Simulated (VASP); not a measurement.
# CsC (Pm-3m) in VASP: further runs

CsC is run at these levels: r2SCAN; tasks: single point.

All numbers are computed with VASP 6.6.1; they aren't measurements. Logs are shortened: lines on timing, memory, paths and dates and some standing lists are left out, and cuts for length are marked.

### 1 The cell of the first run

Symmetry: Pm-3m, No. 221, cubic system. The conventional cell has a = 4.027 Å, b = 4.027 Å, c = 4.027 Å, α = 90.00°, β = 90.00°, γ = 90.00°. Cs (site symmetry m-3m) has 8 C at 3.49 Å and 6 Cs at 4.03 Å within 4.6 Å. C (site symmetry m-3m) has 8 Cs at 3.49 Å and 6 C at 4.03 Å within 4.6 Å.

### 2 Single point, r2SCAN, collinear spin

File POSCAR:

```
CsC
1.0
    4.0270578872      0.0000000000      0.0000000000
    0.0000000000      4.0270578872      0.0000000000
    0.0000000000      0.0000000000      4.0270578872
Cs C
1 1
Direct
    0.0000000000      0.0000000000      0.0000000000
    0.5000000000      0.5000000000      0.5000000000
```

File INCAR.step1:

```
PREC     = Accurate       # precision mode
ENCUT    = 520            # plane-wave cutoff, eV
ISMEAR   = 0              # smearing method
SIGMA    = 0.02           # smearing width, eV
LREAL    = F              # projectors in reciprocal space
LASPH    = T              # aspherical terms in the spheres
NELM     = 150            # most SCF steps
ISPIN    = 2              # spin polarisation
MAGMOM   = 0 2.75         # initial moments
NBANDS   = 18             # bands
GGA      = PE             # functional
ALGO     = Normal         # electronic algorithm
EDIFF    = 1E-4           # SCF threshold, eV
LWAVE    = T              # write WAVECAR
LCHARG   = F              # write CHGCAR
```

File INCAR.step2:

```
PREC     = Accurate       # precision mode
ENCUT    = 520            # plane-wave cutoff, eV
EDIFF    = 1E-6           # SCF threshold, eV
ISMEAR   = 0              # smearing method
SIGMA    = 0.02           # smearing width, eV
LREAL    = F              # projectors in reciprocal space
LASPH    = T              # aspherical terms in the spheres
NELM     = 150            # most SCF steps
ALGO     = Normal         # electronic algorithm
ISIF     = 2              # what is computed and relaxed
LWAVE    = F              # write WAVECAR
LCHARG   = F              # write CHGCAR
ISPIN    = 2              # spin polarisation
MAGMOM   = 0 2.75         # initial moments
LORBIT   = 11             # projections on sites
METAGGA  = R2SCAN         # meta-GGA
LMIXTAU  = T            
NBANDS   = 18             # bands
ISTART   = 1
```

File KPOINTS:

```
regular mesh
0
Gamma
  8 8 8
```

Potentials or basis: VASP PAW PBE potentials, release 64 (Cs_sv, C).

Command:

```sh
$ cat potpaw_PBE.64/Cs_sv/POTCAR potpaw_PBE.64/C/POTCAR > POTCAR
$ cp INCAR.step1 INCAR
$ mpirun -np 1 vasp_std > vasp.out
$ cp INCAR.step2 INCAR
$ mpirun -np 1 vasp_std > vasp.out
```

OUTCAR:

```text
PREC = Accurate
   ENCUT = 520
   EDIFF = 1E-6
   ISMEAR = 0
   LREAL = F
   LASPH = T
   NELM = 150
   ISIF = 2
   ISPIN = 2
   LORBIT = 11
   METAGGA = R2SCAN
   ISTART = 1

 ion  position               nearest neighbor table
   1  0.000  0.000  0.000-
   2  0.500  0.500  0.500-

  LATTYP: Found a simple cubic cell.
 ALAT       =     4.0270578872

  Lattice vectors:

 A1 = (   4.0270578872,   0.0000000000,   0.0000000000)
 A2 = (   0.0000000000,   4.0270578872,   0.0000000000)
 A3 = (   0.0000000000,   0.0000000000,   4.0270578872)

Analysis of symmetry for initial positions (statically):
=====================================================================
 Subroutine PRICEL returns:
 Original cell was already a primitive cell.

 Routine SETGRP: Setting up the symmetry group for a
 simple cubic supercell.

 Subroutine GETGRP returns: Found 48 space group operations
 (whereof 48 operations were pure point group operations)
 out of a pool of 48 trial point group operations.

The static configuration has the point symmetry O_h .

Analysis of symmetry for dynamics (positions and initial velocities):
=====================================================================
 Subroutine PRICEL returns:
 Original cell was already a primitive cell.

 Routine SETGRP: Setting up the symmetry group for a
 simple cubic supercell.

 Subroutine GETGRP returns: Found 48 space group operations
 (whereof 48 operations were pure point group operations)
 out of a pool of 48 trial point group operations.

The dynamic configuration has the point symmetry O_h .

Analysis of structural, dynamic, and magnetic symmetry:
=====================================================================
 Subroutine PRICEL returns:
 Original cell was already a primitive cell.

 Routine SETGRP: Setting up the symmetry group for a
 simple cubic supercell.

 Subroutine GETGRP returns: Found 48 space group operations
 (whereof 48 operations were pure point group operations)
 out of a pool of 48 trial point group operations.

The overall configuration has the point symmetry O_h .

 Subroutine INISYM returns: Found 48 space group operations
 (whereof 48 operations are pure point group operations),
 and found     1 'primitive' translations

----------------------------------------------------------------------------------------

[... 111 lines left out ...]
     AMIX     =   0.40;   BMIX     =  1.00
     AMIX_MAG =   1.60;   BMIX_MAG =  1.00
  volume/ion in A,a.u.               =      32.65       220.36
  Fermi-wavevector in a.u.,A,eV,Ry     =   0.955876  1.806343 12.431620  0.913698
  Thomas-Fermi vector in A             =   2.084753
   LORBIT       =     11    0 simple, 1 ext, 2 COOP (PROOUT), +10 PAW based schemes
   METAGGA = R2SCAN    functional components
   LHFCALC =     F    Hartree Fock is set to
   AEXX    =    0.0000 exact exchange contribution
   IVDW    =     0    specifies the selected vdW correction
   LEPSILON=     F    determine dielectric tensor
   LRPA    =     F    only Hartree local field effects (RPA)
 spin polarized calculation
 Gauss-broadening in eV      SIGMA  =   0.02
  energy-cutoff  :      520.00
  volume of cell :       65.31
 maximum number of plane-waves:      1791
 NGX is ok and might be reduce to    30

 number of electron      13.0000004 magnetization       3.0000001

 Free energy of the ion-electron system (eV)
  ---------------------------------------------------
  ext. energy  EPLUGINS =         0.00000000
  ---------------------------------------------------
  free energy    TOTEN  =       -30.93103162 eV

  energy without entropy =      -30.93103162  energy(sigma->0) =      -30.93103162

 E-fermi :   0.8858     XC(G=0):  -8.3243

 val. band max:        0.7314513302   @ k =   0.0000   0.0000   0.0000
 cond. band min:       2.0145028214   @ k =   0.5000   0.0000   0.0000
 fundamental gap:      1.2830514912
 Fermi energy:         0.8858001530

 spin component 1

 k-point     1 :       0.0000    0.0000    0.0000
  band No.  band energies     occupation
      1     -21.6006      1.00000
      2      -9.0700      1.00000
      3      -7.5949      1.00000
      4      -7.5949      1.00000
      5      -7.5949      1.00000
      6       0.7315      1.00000
[... 493 lines left out ...]
     17      13.7031      0.00000
     18      16.1306      0.00000

 [... further k-points ...]

 spin component 2

 k-point     1 :       0.0000    0.0000    0.0000
  band No.  band energies     occupation
      1     -21.5099      1.00000
      2      -7.4831      1.00000
      3      -7.4831      1.00000
      4      -7.4831      1.00000
      5      -4.8078      1.00000
      6       4.7419      0.00000
[... 493 lines left out ...]
     17      14.5975      0.00000
     18      16.7118      0.00000

 [... further k-points ...]

------------------------ aborting loop because EDIFF is reached ----------------------------------------

  FORCE on cell =-STRESS in cart. coord.  units (eV):
  Direction    XX          YY          ZZ          XY          YZ          ZX
  --------------------------------------------------------------------------------------
  -------------------------------------------------------------------------------------
  Total        0.0318125      0.0318125      0.0318125     -0.0000000     -0.0000000     -0.0000000
  in kB        0.7804485      0.7804485      0.7804485     -0.0000000     -0.0000000     -0.0000000
  external PRESSURE =       0.7804485 kB  Pullay stress =       0.0000000 kB

 VOLUME and BASIS-vectors are now :
 -----------------------------------------------------------------------------
  energy-cutoff  :      520.00
  volume of cell :       65.31
      direct lattice vectors                 reciprocal lattice vectors
     4.027057887  0.000000000  0.000000000     0.248320245  0.000000000  0.000000000
     0.000000000  4.027057887  0.000000000     0.000000000  0.248320245  0.000000000
     0.000000000  0.000000000  4.027057887     0.000000000  0.000000000  0.248320245

 POSITION                                       TOTAL-FORCE (eV/Angst)
 -----------------------------------------------------------------------------------
      0.00000      0.00000      0.00000         0.000000      0.000000      0.000000
      2.01353      2.01353      2.01353         0.000000      0.000000      0.000000
 -----------------------------------------------------------------------------------
    total drift:                                0.000000      0.000000      0.000000

  FREE ENERGIE OF THE ION-ELECTRON SYSTEM (eV)
  ---------------------------------------------------
  free  energy   TOTEN  =       -30.9310316233 eV

  energy  without entropy=      -30.9310316233  energy(sigma->0) =      -30.93103162

 total charge

# of ion       s       p       d       tot
------------------------------------------
    1        1.850   4.708   0.035   6.593
    2        0.954   1.171   0.000   2.125
--------------------------------------------------
tot          2.804   5.878   0.035   8.718

 magnetization (x)

# of ion       s       p       d       tot
------------------------------------------
    1        0.010   0.049   0.028   0.087
    2        0.066   1.167   0.000   1.233
--------------------------------------------------
tot          0.076   1.216   0.028   1.320
```

OUTCAR.step1:

```text
PREC = Accurate
   ENCUT = 520
   ISMEAR = 0
   LREAL = F
   LASPH = T
[... 1250 lines left out ...]
 -----------------------------------------------------------------------------------
      0.00000      0.00000      0.00000         0.000000      0.000000      0.000000
      2.01353      2.01353      2.01353         0.000000      0.000000      0.000000
 -----------------------------------------------------------------------------------
    total drift:                                0.000000      0.000000      0.000000

  FREE ENERGIE OF THE ION-ELECTRON SYSTEM (eV)
  ---------------------------------------------------
  free  energy   TOTEN  =        -5.4163361107 eV

  energy  without entropy=       -5.4163361107  energy(sigma->0) =       -5.41633611
```

OSZICAR.step1:

```text
N       E                     dE             d eps       ncg     rms          rms(c)
DAV:   1     0.527625827675E+02    0.52763E+02   -0.51007E+03  2520   0.587E+02
DAV:   2    -0.173774387326E+01   -0.54500E+02   -0.49007E+02  3392   0.112E+02
DAV:   3    -0.597923462128E+01   -0.42415E+01   -0.42141E+01  2956   0.305E+01
DAV:   4    -0.601298401102E+01   -0.33749E-01   -0.33740E-01  3266   0.302E+00
DAV:   5    -0.601313241015E+01   -0.14840E-03   -0.14839E-03  2970   0.214E-01    0.344E+00
DAV:   6    -0.538119429314E+01    0.63194E+00   -0.60439E-01  3016   0.395E+00    0.179E+00
DAV:   7    -0.539578741124E+01   -0.14593E-01   -0.41043E-01  2842   0.295E+00    0.116E+00
DAV:   8    -0.541145960387E+01   -0.15672E-01   -0.35622E-02  2708   0.971E-01    0.546E-01
DAV:   9    -0.541477143464E+01   -0.33118E-02   -0.14143E-02  2718   0.699E-01    0.297E-01
DAV:  10    -0.541633450421E+01   -0.15631E-02   -0.28000E-03  2980   0.341E-01    0.137E-01
DAV:  11    -0.541633611070E+01   -0.16065E-05   -0.42786E-04  2722   0.945E-02
   1 F= -.54163361E+01 E0= -.54163361E+01  d E =-.100146E-39  mag=     3.0015
```

It took 92 s on 1 thread of Intel Xeon 6975P-C (Granite Rapids), shared host; peak memory 0.23 GiB.

What came out:

```
Free energy                                           : -30.9310 eV
Pressure                                              : 0.1 GPa
Band gap on the k mesh                                : 1.28 eV (least direct gap 1.60 eV)
Net moment                                            : 3.00 μB per cell
Site moments                                          : Cs +0.09; C +1.23 μB
Valence electrons inside the program's atomic spheres : Cs 6.59; C 2.12
```

Levels at points of the mesh, in eV from the valence-band top:
Spin up:
```csv
k point,band 4,band 5,band 6,band 7,band 8,band 9,band 10,band 11,band 12,band 13
"(0.00, 0.00, 0.00)",-8.33,-8.33,0.00,0.00,0.00,3.66,3.66,4.52,8.97,8.97
"(0.50, 0.00, 0.00)",-8.18,-8.09,-1.61,-0.32,-0.32,4.58,6.37,8.07,8.07,8.31
"(0.50, 0.50, 0.00)",-9.21,-8.08,-0.63,-0.63,-0.02,4.49,4.76,6.77,6.77,10.79
"(0.50, 0.50, 0.50)",-8.98,-8.98,-1.56,-1.56,-1.56,7.11,7.11,7.11,10.25,10.25
```
Spin down:
```csv
k point,band 2,band 3,band 4,band 5,band 6,band 7,band 8,band 9
"(0.00, 0.00, 0.00)",-8.21,-8.21,-8.21,-5.54,4.01,4.01,4.14,4.14
"(0.50, 0.00, 0.00)",-9.41,-8.10,-8.10,-4.68,1.28,3.46,3.46,4.75
"(0.50, 0.50, 0.00)",-9.07,-9.07,-8.00,-5.15,3.00,3.00,4.25,4.84
"(0.50, 0.50, 0.50)",-8.90,-8.90,-8.90,-4.78,1.41,1.41,1.41,9.14
```

Caveat: the PAW data sets were made with another functional, which shifts forces and pressure a little; spin-orbit coupling is left out, which moves the levels of the heavy elements.

### 3 Single point, r2SCAN, collinear spin

This run uses another cell than the first one: it holds 8 atoms, not 2.

File POSCAR:

```
CsC
1.0
    4.0270578872      0.0000000000      0.0000000000
    0.0000000000      8.0541157744      0.0000000000
    0.0000000000      0.0000000000      8.0541157744
Cs C
4 4
Direct
    0.0000000000      0.0000000000      0.0000000000
    0.0000000000      0.0000000000      0.5000000000
    0.0000000000      0.5000000000      0.0000000000
    0.0000000000      0.5000000000      0.5000000000
    0.5000000000      0.2500000000      0.2500000000
    0.5000000000      0.2500000000      0.7500000000
    0.5000000000      0.7500000000      0.2500000000
    0.5000000000      0.7500000000      0.7500000000
```

INCAR.step1, as its differences from that of step 2:

```diff
@@ -3,3 +3,3 @@
 ISMEAR   = 0              # smearing method
-SIGMA    = 0.02           # smearing width, eV
+SIGMA    = 0.1            # smearing width, eV
 LREAL    = F              # projectors in reciprocal space
@@ -8,4 +8,4 @@
 ISPIN    = 2              # spin polarisation
-MAGMOM   = 0 2.75         # initial moments
-NBANDS   = 18             # bands
+MAGMOM   = 0.13 0.13 0.13 0.13 2.75 2.75 2.75 2.75 # initial moments
+NBANDS   = 40             # bands
 GGA      = PE             # functional
```

File INCAR.step2:

```
PREC     = Accurate       # precision mode
ENCUT    = 520            # plane-wave cutoff, eV
EDIFF    = 1E-7           # SCF threshold, eV
ISMEAR   = 0              # smearing method
SIGMA    = 0.1            # smearing width, eV
LREAL    = F              # projectors in reciprocal space
LASPH    = T              # aspherical terms in the spheres
NELM     = 150            # most SCF steps
ALGO     = Normal         # electronic algorithm
ISIF     = 2              # what is computed and relaxed
LWAVE    = F              # write WAVECAR
LCHARG   = T              # write CHGCAR
ISPIN    = 2              # spin polarisation
MAGMOM   = 0.13 0.13 0.13 0.13 2.75 2.75 2.75 2.75 # initial moments
LORBIT   = 11             # projections on sites
METAGGA  = R2SCAN         # meta-GGA
LMIXTAU  = T            
LELF     = T              # ELF
LVHAR    = T            
NBANDS   = 40             # bands
ISTART   = 1
```

File KPOINTS:

```
Automatic mesh
0
Gamma
  4 2 2
```

Potentials or basis: VASP PAW PBE potentials, release 64 (Cs_sv, C).

Command:

```sh
$ cat potpaw_PBE.64/Cs_sv/POTCAR potpaw_PBE.64/C/POTCAR > POTCAR
$ cp INCAR.step1 INCAR
$ mpirun -np 1 vasp_std > vasp.out
$ cp INCAR.step2 INCAR
$ mpirun -np 1 vasp_std > vasp.out
```

It took 6 min on 1 thread of Intel Xeon 6975P-C (Granite Rapids), shared host; peak memory 0.51 GiB.

It converged, with:

```
Free energy                                           : -123.7209 eV
Pressure                                              : 0.1 GPa
Band gap on the k mesh                                : 1.28 eV
Net moment                                            : 12.00 μB per cell
Site moments                                          : Cs +0.09; C +1.23 μB
Valence electrons inside the program's atomic spheres : Cs 6.59; C 2.12
```

Levels at points of the mesh, in eV from the valence-band top:
Spin up:
| k point | band 28 | band 29 | band 30 | band 31 | band 32 | band 33 | band 34 | band 35 | band 36 | band 37 |
| --- | --- | --- | --- | --- | --- | --- | --- | --- | --- | --- |
| (0.00, 0.00, 0.00) | -0.32 | -0.02 | 0.00 | 0.00 | 0.00 | 3.66 | 3.66 | 4.49 | 4.52 | 4.58 |
| (0.50, 0.00, 0.00) | -0.63 | -0.32 | -0.32 | -0.02 | -0.02 | 4.49 | 4.49 | 4.58 | 4.76 | 4.76 |
| (0.00, 0.50, 0.00) | -0.18 | -0.15 | -0.15 | -0.15 | -0.15 | 4.05 | 4.05 | 4.88 | 4.88 | 5.13 |
| (0.50, 0.50, 0.00) | -0.89 | -0.51 | -0.51 | -0.18 | -0.18 | 4.88 | 4.88 | 5.77 | 5.77 | 6.00 |
| (0.00, 0.50, 0.50) | -0.39 | -0.16 | -0.16 | -0.16 | -0.16 | 4.70 | 4.70 | 4.70 | 4.70 | 5.92 |
| (0.50, 0.50, 0.50) | -1.00 | -0.37 | -0.37 | -0.37 | -0.37 | 5.88 | 5.88 | 5.88 | 5.88 | 6.41 |
Spin down:
```csv
k point,band 16,band 17,band 18,band 19,band 20,band 21,band 22,band 23,band 24,band 25
"(0.00, 0.00, 0.00)",-8.01,-5.54,-5.15,-4.68,-4.68,1.28,1.28,3.00,3.00,3.46
"(0.50, 0.00, 0.00)",-8.01,-5.15,-5.15,-4.77,-4.68,1.28,1.41,1.41,1.41,3.00
"(0.00, 0.50, 0.00)",-8.05,-5.07,-5.07,-4.90,-4.90,2.06,2.06,2.27,2.27,3.12
"(0.50, 0.50, 0.00)",-8.05,-4.98,-4.98,-4.90,-4.90,2.06,2.06,2.10,2.10,2.10
"(0.00, 0.50, 0.50)",-8.11,-4.95,-4.95,-4.95,-4.95,2.30,2.30,2.30,2.30,3.25
"(0.50, 0.50, 0.50)",-8.53,-4.93,-4.93,-4.93,-4.93,2.21,2.21,2.21,2.21,2.24
```

Caveat: the PAW data sets were made with another functional, which shifts forces and pressure a little; spin-orbit coupling is left out, which moves the levels of the heavy elements.
